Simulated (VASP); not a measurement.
ZnO (zincite), 4 atoms in the cell. It takes space group P6_3mc (No. 186, hexagonal). The conventional cell has a = 3.292 Å, b = 3.292 Å, c = 5.274 Å, α = 90.00°, β = 90.00°, γ = 120.00°. Zn (site symmetry 3m) has 4 O at 2.00 Å within 2.6 Å. O (site symmetry 3m) has 4 Zn at 2.00 Å within 2.6 Å. 

```yaml
Program: VASP 6.6.1
Task: single point
Functional: revPBE
Potentials_or_basis: VASP PAW PBE potentials, release 64 (Zn, O)
Cutoff: 520 eV
k_mesh: 9 × 9 × 5
Occupations: fermi-dirac, width 0.05 eV
Spin: no spin polarisation
Dipole_correction: no
Further_INCAR_settings: ALGO = Normal; EDIFF = 1e-07; NBANDS = 26
```

Potentials or basis: VASP PAW PBE potentials, release 64 (Zn, O).

Command:

```sh
$ cat potpaw_PBE.64/Zn/POTCAR potpaw_PBE.64/O/POTCAR > POTCAR
$ mpirun -np 1 vasp_std > vasp.out
```

Hardware: 1 thread of Intel(R) Xeon(R) Platinum 8259CL CPU @ 2.50GHz (Skylake/Cascade Lake), on a shared host.

How long does it take, and how much memory?

Run time: 57 s on 1 thread of Intel(R) Xeon(R) Platinum 8259CL CPU @ 2.50GHz (Skylake/Cascade Lake) (shared host), peak memory 0.17 GiB. Counts: scf iterations 17, k points 36.
